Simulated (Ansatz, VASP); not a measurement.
## Be: VASP beside Ansatz

```xyz
2
Lattice="0.0000 2.5315 2.5315 2.5315 0.0000 2.5315 2.5315 2.5315 0.0000" Properties=species:S:1:pos:R:3 pbc="T T T"
Be    0.6329    0.6329    0.6329
Be    4.4301    4.4301    4.4301
```

Alike in both runs: task single point; functional PBEsol; k mesh 13 × 13 × 13; occupations fermi-dirac, width 0.1 eV; no spin polarisation.

|  | VASP | Ansatz |
| --- | --- | --- |
| version | VASP 6.6.1 | Ansatz 0.2.0 |
| potentials or method | VASP PAW PBE potentials, release 64 (Be), cutoff 520 eV | plane waves (420 eV) with PAW, scalar-relativistic |
| valence electrons in the cell | 4 | 4 |

```tsv
	VASP	Ansatz	Ansatz less VASP
pressure (GPa)	-4.2	-4.3	-0.08
```

VASP's potentials were made for PBE, not for PBEsol, and Ansatz warns of the same on its side.
